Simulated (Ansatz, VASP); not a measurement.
## One calculation of SiO2, two programs

Contents of INCAR:

```
SYSTEM = SiO2
  PREC = Accurate
  ENCUT = 520
  EDIFF = 1E-6
  ISMEAR = 0
  SIGMA = 0.05
  LREAL = .FALSE.
  LASPH = .TRUE.
  NELM = 100
  ALGO = Normal
  ISIF = 2
  LWAVE = .FALSE.
  LCHARG = .TRUE.
  LELF = .TRUE.
  LVHAR = .TRUE.
  NBANDS = 25
```

Contents of KPOINTS:

```
Automatic mesh
0
G
  6 6 8
  0 0 0
```

The input POSCAR:

```
SiO2
1.0
    4.1302000000      0.0000000000      0.0000000000
    0.0000000000      4.1302000000      0.0000000000
    0.0000000000      0.0000000000      2.6613102772
Si O
2 4
Direct
    0.5000000000      0.5000000000      0.5000000000
    0.0000000000      0.0000000000      0.0000000000
    0.6944252994      0.6944252994      0.0000000000
    0.1944252994      0.8055747006      0.5000000000
    0.3055747006      0.3055747006      0.0000000000
    0.8055747006      0.1944252994      0.5000000000
```

Input for Ansatz:

```yaml
crystal:
  lattice:
    - [4.1302, 0.0, 0.0]
    - [0.0, 4.1302, 0.0]
    - [0.0, 0.0, 2.6613102772]
  atoms:
    - { symbol: Si, position: [0.5, 0.5, 0.5] }
    - { symbol: Si, position: [0.0, 0.0, 0.0] }
    - { symbol: O, position: [0.6944252994, 0.6944252994, 0.0] }
    - { symbol: O, position: [0.1944252994, 0.8055747006, 0.5] }
    - { symbol: O, position: [0.3055747006, 0.3055747006, 0.0] }
    - { symbol: O, position: [0.8055747006, 0.1944252994, 0.5] }
basis:
  ecutwfc: 520.0
kpoints:
  mp_grid: { grid: [6, 6, 8] }
hamiltonian:
  xc: lda
  pseudopotentials: { kind: paw, azcp: { folder: soft_1 } }
scf:
  occupations: { method: gaussian, width: 0.05 }
output:
  forces: true
  stress: true
  eigenvalues: true
```

Alike in both runs: task single point; functional LDA; k mesh 6 × 6 × 8; occupations gaussian, width 0.05 eV; no spin polarisation.

```csv
,VASP,Ansatz
version,VASP 6.6.1,Ansatz 0.2.0
potentials or method,"VASP PAW LDA potentials, release 64 (Si, O), cutoff 520 eV","scalar-relativistic, plane waves, PAW"
valence electrons in the cell,32,32
```

```csv
,VASP,Ansatz,Ansatz less VASP
gap on the k mesh at the Fermi level (eV),6.02,6.01,-0.002
least direct gap on the mesh (eV),6.02,6.01,-0.002
pressure (GPa),5.0,3.9,-1.11
"traceless stress, the component that is largest in VASP (GPa)",-0.78,-1.43,-0.647
rms of the force components (eV/Å),0.067,0.052,-0.0149
```

Ansatz warns that its potentials were made for another functional, while VASP's fit it. LDA's correlation is that of Perdew and Zunger in VASP and of Perdew and Wang (1992) in Ansatz. Atom by atom the forces differ by 0.015 eV/Å (rms over components).
